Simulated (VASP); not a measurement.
Cr, 3 atoms in the cell. The structure is hexagonal, space group P6/mmm (No. 191). Conventional cell: a = 4.241 Å, b = 4.241 Å, c = 2.285 Å, α = 90.00°, β = 90.00°, γ = 120.00°. Cr (site symmetry 6/mmm) has 14 Cr at 2.28 to 2.70 Å within 3.0 Å. Within 3.0 Å of Cr (site symmetry -6m2) lie 11 Cr at 2.28 to 2.70 Å.  This cell differs from its parent crystal: volume scaled by 1.04.

| Quantity | Value |
| --- | --- |
| Program | VASP 6.6.1 |
| Task | single point |
| Functional | PBEsol |
| Potentials or basis | VASP PAW PBE potentials, release 64 (Cr_pv) |
| Cutoff | 500 eV |
| k mesh | 10 × 10 × 16 |
| Occupations | fermi-dirac, width 0.05 eV |
| Spin | collinear spin, ferromagnetic start |
| Starting moments | [1.5, 1.5, 1.5] μB |
| Dipole correction | no |
| Further INCAR settings | ALGO = Normal; EDIFF = 1e-06; NBANDS = 29 |

Potentials or basis: VASP PAW PBE potentials, release 64 (Cr_pv).

Command:

```bash
$ cat potpaw_PBE.64/Cr_pv/POTCAR > POTCAR
$ mpirun -np 1 vasp_std > vasp.out
```

Hardware: 1 thread of Intel Xeon 6455B (shared host).

Question: Estimate the wall time of this run.

Answer: It took 3.2 min on 1 thread of Intel Xeon 6455B, with other jobs on the host, peak memory 0.28 GiB. Counts: scf iterations 19, k points 126.
